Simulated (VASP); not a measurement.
Here is a VASP 6.6.1 calculation.

The input INCAR:

```
SYSTEM = Tl
  PREC = Accurate
  ENCUT = 600
  EDIFF = 1E-6
  ISMEAR = 0
  SIGMA = 0.1
  LREAL = .FALSE.
  LASPH = .TRUE.
  NELM = 100
  ALGO = Fast
  ISIF = 3
  LWAVE = .FALSE.
  LCHARG = .FALSE.
  GGA = PE
  IBRION = 2
  NSW = 70
  EDIFFG = -0.005
```

Contents of KPOINTS:

```
Automatic mesh
0
G
  15 15 8
  0 0 0
```

File POSCAR:

```
Tl
1.0
    3.5345601881      0.0000000000      0.0000000000
   -1.7672800941      3.0610189141      0.0000000000
    0.0000000000      0.0000000000      5.4733818347
Tl
2
Direct
    0.3333333333      0.6666666667      0.2500000000
    0.6666666667      0.3333333333      0.7500000000
```

Potentials or basis: VASP PAW PBE potentials, release 64 (Tl_d).

Command:

```console
$ cat potpaw_PBE.64/Tl_d/POTCAR > POTCAR
$ mpirun -np 1 vasp_std > vasp.out
```

**Question.** What does it give for the band gap on the k mesh?

**Answer.** Zero (bands 13 and 14 overlap by 5.43 eV).

**Question.** Estimate the relaxed cell.

**Answer.** a = 3.608 Å, b = 3.608 Å, c = 5.570 Å, α = 90.00°, β = 90.00°, γ = 120.00°.

The path:
```
step  energy change (eV)  largest force (eV/Å)  pressure (GPa)  volume (Å³)
   1              0.0000                0.0000            1.85        59.22
   2             -0.0189                0.0000            0.23        62.20
   3             -0.0194                0.0000            0.04        62.69
   4             -0.0194                0.0000           -0.02        62.79
   5             -0.0194                0.0000           -0.01        62.79
   6             -0.0195                0.0000            0.00        62.80
```

Caveat: spin-orbit coupling is left out, which moves the levels of the heavy elements. Zero-point motion and thermal expansion aren't in these numbers.
